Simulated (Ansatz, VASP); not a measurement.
Two plane-wave programs on LaMn3

INCAR

```
SYSTEM = LaMn3
PREC     = Accurate       ! precision mode
ENCUT    = 520            ! plane-wave cutoff, eV
EDIFF    = 1E-6           ! SCF threshold, eV
ISMEAR   = 0              ! smearing method
SIGMA    = 0.05           ! smearing width, eV
LREAL    = .FALSE.        ! projectors in reciprocal space
LASPH    = .TRUE.         ! aspherical terms in the spheres
NELM     = 150            ! most SCF steps
ALGO     = Fast           ! electronic algorithm
ISIF     = 2              ! what is computed and relaxed
LWAVE    = .FALSE.        ! write WAVECAR
LCHARG   = .TRUE.         ! write CHGCAR
ISPIN    = 2              ! spin polarisation
MAGMOM   = 0 3.66 3.66 3.66 ! initial moments
LORBIT   = 11             ! projections on sites
LMAXMIX  = 6              ! l up to which the mixer works
GGA      = PE             ! functional
LELF     = .TRUE.         ! ELF
LVHAR    = .TRUE.       
NBANDS   = 37             ! bands
```

KPOINTS

```
regular mesh
0
G
  8 8 8
  0 0 0
```

File POSCAR:

```
LaMn3
1.0
    4.2597360338      0.0000000000      0.0000000000
    0.0000000000      4.2597360338      0.0000000000
    0.0000000000      0.0000000000      4.2597360338
La Mn
1 3
Direct
    0.0000000000      0.0000000000      0.0000000000
    0.0000000000      0.5000000000      0.5000000000
    0.5000000000      0.5000000000      0.0000000000
    0.5000000000      0.0000000000      0.5000000000
```

Input for Ansatz:

```yaml
crystal:
  lattice:
    - [4.2597360338, 0.0, 0.0]
    - [0.0, 4.2597360338, 0.0]
    - [0.0, 0.0, 4.2597360338]
  atoms:
    - { symbol: La, position: [0.0, 0.0, 0.0] }
    - { symbol: Mn, position: [0.0, 0.5, 0.5], spin: 3.66 }
    - { symbol: Mn, position: [0.5, 0.5, 0.0], spin: 3.66 }
    - { symbol: Mn, position: [0.5, 0.0, 0.5], spin: 3.66 }
basis:
  ecutwfc: 420
  ecutrho_ratio: 4
kpoints:
  mp_grid: { grid: [8, 8, 8] }
hamiltonian:
  xc: pbe
scf:
  occupations: { method: gaussian, width: 0.05 }
output:
  forces: true
  stress: true
  eigenvalues: true
  populations: true
magnetization:
  spin_polarized: true
```

Alike in both runs: task single point; functional PBE; k mesh 8 × 8 × 8; occupations gaussian, width 0.05 eV; collinear spin.

```csv
,VASP,Ansatz
version,VASP 6.6.1,Ansatz 0.2.0
potentials or method,"VASP PAW PBE potentials, release 64 (La, Mn_pv), cutoff 520 eV","scalar-relativistic, plane waves, PAW"
valence electrons in the cell,50,56
```

```tsv
	VASP	Ansatz	Ansatz less VASP
gap on the k mesh at the Fermi level (eV)	none	none	-
pressure (GPa)	-3.4	-3.5	-0.14
net moment per atom (μB)	2.44	2.44	0.000
size of the moment on the site where the two differ most (μB)	3.29	3.36	+0.069
```

Site moments also hang on the region over which each program counts them. A gap of «none» marks a metal or a gap that the smearing closes. VASP's potentials hold 50 valence electrons a cell and Ansatz's 56, so a difference there can come from the potentials and not from the codes.

Neither program's run includes spin-orbit coupling.
